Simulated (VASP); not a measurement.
A run of VASP 6.6.1 is set up as follows.

File INCAR:

```
ALGO = Normal
EDIFF = 1E-7
EDIFFG = -0.01
ENCUT = 600
GGA = PS
GGA_COMPAT = F
IBRION = 2
ISIF = 3
ISMEAR = 1
LASPH = T
LCHARG = F
LREAL = F
LWAVE = F
NELM = 120
NELMIN = 4
NSW = 80
PREC = Accurate
PSTRESS = 300.0
SIGMA = 0.1
```

The input KPOINTS:

```
k-points
0
Gamma
  7 7 7
```

The input POSCAR:

```
AlCu3
1.0
    3.9700000000      0.0000000000      0.0000000000
    0.0000000000      3.9700000000      0.0000000000
    0.0000000000      0.0000000000      3.9700000000
Al Cu
1 3
Direct
    0.0000000000      0.0000000000      0.0000000000
    0.5000000000      0.0000000000      0.0000000000
    0.0000000000      0.0000000000      0.5000000000
    0.0000000000      0.5000000000      0.0000000000
```

Potentials or basis: VASP PAW PBE potentials, release 64 (Al, Cu).

Launch:

```bash
$ cat potpaw_PBE.64/Al/POTCAR potpaw_PBE.64/Cu/POTCAR > POTCAR
$ mpirun -np 1 vasp_std > vasp.out
```

Q: Estimate the relaxed cell.

A: a = 4.043 Å, b = 4.043 Å, c = 4.043 Å, α = 90.00°, β = 90.00°, γ = 90.00°.

Q: Estimate the space group after relaxing (to 0.05 Å).

A: Pm-3m (No. 221).

Q: Estimate the relaxed volume.

A: 16.52 Å³/atom.

Step by step:
```tsv
step	energy change (eV)	largest force (eV/Å)	pressure (GPa)	volume (Å³)
1	0.0000	0.0000	38.79	62.57
2	-1.4783	0.0000	21.22	70.67
3	-0.7627	0.0000	29.88	66.15
4	-0.7491	0.0000	30.05	66.07
```

Caveat: the cell is relaxed towards a set pressure, so the enthalpy falls and the energy may rise; the PAW data sets were made with another functional, which shifts forces and pressure a little.
